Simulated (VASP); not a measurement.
Runs of VASP 6.6.1 on TaN. The structure is that of space group P-6m2 (No. 187), or close to it. The cells are those of the table. 

| task | cell | gap on the mesh (eV) | pressure (GPa) |
| --- | --- | --- | --- |
| single point | a = 2.918, b = 2.918, c = 2.864 Å, angles 90.0, 90.0, 120.0°, 2 atoms | none | (b) |
| single point | a = 2.908, b = 2.908, c = 2.854 Å, angles 90.0, 90.0, 120.0°, 2 atoms | none | (a) |
| single point | a = 3.026, b = 3.026, c = 2.883 Å, angles 90.0, 90.0, 120.0°, 2 atoms | none | -12.6 |
| single point | a = 2.938, b = 2.938, c = 2.883 Å, angles 90.0, 90.0, 120.0°, 2 atoms | none | 5.4 |
| electric field gradients | a = 2.898, b = 2.898, c = 2.844 Å, angles 90.0, 90.0, 120.0°, 2 atoms | none | 21.5 |

Alike in all rows: level PBE; potentials or basis VASP PAW PBE potentials, release 64 (Ta_pv, N); no spin polarisation; k mesh 12 × 12 × 10; cutoff (eV) 520; smearing fermi-dirac 0.02 eV.

Question: Estimate the missing entries.

Answer: (a) 17.2; (b) 13.0.

Caveats: spin-orbit coupling is left out, which moves the levels of the heavy elements.

A k mesh can miss the band edges, and the runs leave out spin-orbit coupling on Ta.

A gap of «none» marks levels without a gap at the run's occupations.
